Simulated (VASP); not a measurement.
Write the native input for VASP 6.6.1 that does the following.

```yaml
Task: single point
Functional: PBE
Dispersion: D3(BJ)
Potentials_or_basis: VASP PAW PBE potentials, release 64 (B, N)
Cutoff: 520 eV
k_mesh: 12 × 12 × 12
Occupations: gaussian, width 0.05 eV
Spin: no spin polarisation
Dipole_correction: no
Further_INCAR_settings: ALGO = Normal; EDIFF = 1e-06; NBANDS = 11
```

The structure of BN lies in POSCAR:

```
BN
1.0
    1.1510320406      0.6645486584      3.5078517794
   -1.1510320406      0.6645486584      3.5078517794
    0.0000000000     -1.3290973169      3.5078517794
B N
1 1
Direct
    0.9996712000      0.9996712000      0.9996712000
    0.3327618000      0.3327618000      0.3327618000
```

This cell differs from its parent crystal: strain -0.080 along x and y, +0.040 along z.

These files were run (other wordings do the same):

INCAR

```
SYSTEM = BN
PREC = Accurate
ENCUT = 520
EDIFF = 1E-6
ISMEAR = 0
SIGMA = 0.05
LREAL = .False.
LASPH = .True.
NELM = 80
ALGO = Normal
ISIF = 2
LWAVE = .False.
LCHARG = .False.
GGA = PE
IVDW = 12
NBANDS = 11
```

KPOINTS

```
Automatic mesh
0
Gamma
  12 12 12
  0 0 0
```

Potentials or basis: VASP PAW PBE potentials, release 64 (B, N).

Command:

```console
$ cat potpaw_PBE.64/B/POTCAR potpaw_PBE.64/N/POTCAR > POTCAR
$ mpirun -np 1 vasp_std > vasp.out
```

It gave:

The pressure is 83.0 GPa and the largest force is 0.014 eV/Å. The band gap on the k mesh is 4.65 eV, indirect (least direct gap 5.31 eV). The dispersion energy per atom is -0.148 eV.

Caveat: the cell differs from its parent crystal (strain -0.080 along x and y, +0.040 along z).

Run time: 34 s on 1 thread of Intel(R) Xeon(R) Platinum 8375C CPU @ 2.90GHz (Ice Lake) (shared host), peak memory 0.18 GiB.
